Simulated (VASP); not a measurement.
PbSe, a slab with vacuum:

```
CELL_PARAMETERS angstrom
4.35522 0.00000 0.00000
-0.01017 4.35521 0.00000
-2.17253 -2.17761 11.83861
ATOMIC_POSITIONS crystal
Pb 0.80684 0.80730 0.61844
Pb 0.18545 0.19981 0.38238
Se 0.28733 0.32315 0.62319
Se 0.68427 0.69990 0.37796
```

This cell differs from its parent crystal: volume scaled by 0.96.

Base run:

| Quantity | Value |
| --- | --- |
| Program | VASP 6.6.1 |
| Functional | PBEsol |
| Potentials or basis | VASP PAW PBE potentials, release 64 (Pb_d, Se) |
| Cutoff | 520 eV |
| k mesh | 6 × 6 × 3 |
| Occupations | fermi-dirac, width 0.05 eV |
| Spin | no spin polarisation |

Its results: band gap on the k mesh 1.51 eV, direct; largest force 0.264 eV/Å.

Question: The run is repeated on the same cell with these changes: functional from PBEsol to LDA; potentials or basis from VASP PAW PBE potentials, release 64 (Pb_d, Se) to VASP PAW LDA potentials, release 64 (Pb_d, Se). What comes out?

Answer: Band gap on the k mesh 1.46 eV, direct; largest force 0.370 eV/Å.

Caveats: spin-orbit coupling is left out, which moves the levels of the heavy elements; the PAW data sets were made with another functional, which shifts forces and pressure a little (some runs).

A k mesh can miss the band edges.
